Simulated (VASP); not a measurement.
**KAg: relaxation of cell and atoms with PBE**

KAg:

```xyz
4
Lattice="-2.3667 3.3788 3.6004 2.3667 -3.3788 3.6004 2.3667 3.3788 -3.6004" Properties=species:S:1:pos:R:3 pbc="T T T"
K     2.3667    1.6894    0.4378
K     0.0000    1.6894    3.1626
Ag    0.0000    1.6894    0.0000
Ag    0.0000    5.0682    0.0000
```

The cell was built from a structure type or drawn by symmetry, and may not be a known phase.

```
Program                : VASP 6.6.1
Task                   : relaxation of cell and atoms
Functional             : PBE
Potentials or basis    : VASP PAW PBE potentials, release 64 (K_sv, Ag)
Cutoff                 : 600 eV
k mesh                 : 4 × 4 × 4
Occupations            : gaussian, width 0.1 eV
Spin                   : no spin polarisation
Dipole correction      : no
Further INCAR settings : ALGO = Fast; EDIFF = 1e-07; IBRION = 2; EDIFFG = -0.04; NSW = 90; ISIF = 3
```

```
Relaxed volume                        : 30.69 Å³/atom
Relaxed cell                          : a = 5.523 Å, b = 5.523 Å, c = 5.523 Å, α = 116.42°, β = 119.07°, γ = 93.97°
Space group after relaxing (to 0.1 Å) : Imma (No. 74)
Energy gained by relaxing             : 1086.1 meV/atom
Ionic steps                           : 22
Pressure after relaxing               : 0.0 GPa
Largest force after relaxing          : 0.040 eV/Å
Band gap on the k mesh                : zero (bands 20 and 21 overlap by 2.12 eV)
```

Forces on the atoms (eV/Å):
```
K    0.000  0.000  0.005
K    0.000  0.000 -0.005
Ag   0.000  0.000  0.040
Ag   0.000  0.000 -0.040
```

Stress tensor (GPa, compression positive):
```
-0.05  0.00  0.00
 0.00  0.02  0.00
 0.00  0.00  0.09
```

The path:
```csv
step,energy change (eV),largest force (eV/Å),pressure (GPa),volume (Å³)
1,0.0000,1.7422,14.13,115.17
2,-3.7854,0.3071,-0.83,157.58
3,-3.7896,0.2960,-0.91,158.56
4,-3.8635,0.2904,-0.84,152.95
5,-3.9843,0.2814,0.06,136.54
6,-4.0099,0.2854,0.15,134.94
7,-4.0717,0.2998,0.49,130.20
8,-4.0975,0.3184,1.54,120.94
9,-4.1056,0.3171,1.16,123.74
10,-4.1232,0.2852,1.06,124.02
11,-4.1687,0.1946,0.76,124.86
12,-4.2313,0.0913,0.25,126.55
13,-4.2600,0.0886,-0.33,129.94
14,-4.2655,0.0508,-0.23,129.01
15,-4.2922,0.0458,-0.26,128.15
16,-4.3319,0.0322,-0.21,125.73
17,-4.3074,0.1776,0.45,119.82
18,-4.3373,0.0776,-0.07,123.72
19,-4.3377,0.0695,-0.10,124.09
20,-4.3409,0.0504,-0.02,123.25
21,-4.3430,0.0361,0.14,121.82
22,-4.3446,0.0399,0.02,122.77
```

Final structure:
```yaml
crystal:
  lattice:
    - [-2.90948, 2.79993, 3.76749]
    - [2.90948, -2.79993, 3.76749]
    - [2.90948, 2.79993, -3.76749]
  atoms:
    - { symbol: K, position: [0.37749, 0.62749, 0.75000] }
    - { symbol: K, position: [0.62251, 0.37251, 0.25000] }
    - { symbol: Ag, position: [0.13575, 0.88575, 0.25000] }
    - { symbol: Ag, position: [0.86425, 0.11425, 0.75000] }
```

Levels at points of the mesh, in eV from the Fermi level:
```
           k point  band 17  band 18  band 19  band 20  band 21  band 22  band 23  band 24
(0.00, 0.00, 0.00)    -4.03    -3.97    -3.90     2.11     2.29     2.29     2.60     2.69
(0.50, 0.00, 0.00)    -3.96    -3.88    -2.61    -1.95     0.98     1.20     2.55     3.75
(0.00, 0.50, 0.00)    -3.98    -3.96    -2.80    -1.81     1.07     1.32     2.64     3.47
(0.50, 0.50, 0.00)    -3.89    -3.89    -2.10    -2.10     1.14     1.14     2.05     2.05
(0.50, 0.50, 0.50)    -3.97    -3.95    -2.08    -1.76     0.73     0.97     1.88     1.98
```

It took 24 min on 1 thread of Intel(R) Xeon(R) 6975P-C (Granite Rapids), with other jobs on the host, peak memory 0.4 GiB.

Caveat: the k points lie up to 0.35 Å⁻¹ apart in the final cell, too coarse for converged energies and pressures of a metal.
